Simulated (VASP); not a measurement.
Here is a VASP 6.6.1 calculation.

INCAR

```
SYSTEM = CrInF3
  PREC = Accurate
  ENCUT = 520
  EDIFF = 1E-7
  ISMEAR = 0
  SIGMA = 0.1
  LREAL = .FALSE.
  LASPH = .TRUE.
  NELM = 150
  ALGO = Normal
  ISIF = 2
  LWAVE = .FALSE.
  LCHARG = .FALSE.
  ISPIN = 2
  MAGMOM = 3 0 0 0 0
  LORBIT = 11
  LMAXMIX = 4
  GGA = PE
  NBANDS = 35
```

File KPOINTS:

```
Automatic mesh
0
G
  4 4 4
  0 0 0
```

Contents of POSCAR:

```
CrInF3
1.0
    4.2436567494      0.0000000000      0.0000000000
    0.0000000000      4.2436567494      0.0000000000
    0.0000000000      0.0000000000      4.2436567494
Cr In F
1 1 3
Direct
    0.0000000000      0.0000000000      0.0000000000
    0.5000000000      0.5000000000      0.5000000000
    0.5000000000      0.0000000000      0.0000000000
    0.0000000000      0.0000000000      0.5000000000
    0.0000000000      0.5000000000      0.0000000000
```

Potentials or basis: VASP PAW PBE potentials, release 64 (Cr_pv, In_d, F).

Launch:

```sh
$ cat potpaw_PBE.64/Cr_pv/POTCAR potpaw_PBE.64/In_d/POTCAR potpaw_PBE.64/F/POTCAR > POTCAR
$ mpirun -np 1 vasp_std > vasp.out
```

Problem. Estimate the net moment.

Solution. 4.00 μB per cell.

Problem. Predict the band gap on the k mesh.

Solution. Zero (filled and empty bands overlap).

Problem. What does it give for the pressure?

Solution. -0.1 GPa.

Caveat: the k points lie up to 0.37 Å⁻¹ apart; spin-orbit coupling is left out, which moves the levels of the heavy elements; a cell with one magnetic atom can't hold antiferromagnetic order, which such compounds often take; semilocal functionals often make such compounds metallic where correlation or magnetic order opens a gap, which also shifts bond lengths. With open d or f shells a metallic result of PBE can be an artefact of self-interaction; +U or a hybrid may open a gap.
